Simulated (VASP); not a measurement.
Ca, 1 atom in the cell. Symmetry: Fm-3m, No. 225, cubic system. The conventional cell has a = 4.416 Å, b = 4.416 Å, c = 4.416 Å, α = 90.00°, β = 90.00°, γ = 90.00°. Ca (site symmetry m-3m) has 12 Ca at 3.12 Å within 4.1 Å. 

- Program: VASP 6.6.1
- Task: single point
- Functional: PBE
- Potentials or basis: VASP PAW PBE potentials, release 64 (Ca_sv)
- Cutoff: 520 eV
- k mesh: 15 × 15 × 15
- Occupations: fermi-dirac, width 0.05 eV
- Spin: no spin polarisation
- Dipole correction: no
- Further INCAR settings: ALGO = Normal; EDIFF = 1e-06; NBANDS = 11

Potentials or basis: VASP PAW PBE potentials, release 64 (Ca_sv).

Launch:

```bash
$ cat potpaw_PBE.64/Ca_sv/POTCAR > POTCAR
$ mpirun -np 1 vasp_std > vasp.out
```

Hardware: 1 thread of Intel Xeon 6975P-C, with other jobs on the host.

**Question.** Estimate the wall time of this run.

**Answer.** Wall time 15 s on 1 thread of Intel Xeon 6975P-C, on a shared host, peak memory 0.16 GiB. Counts: scf iterations 10, k points 120.
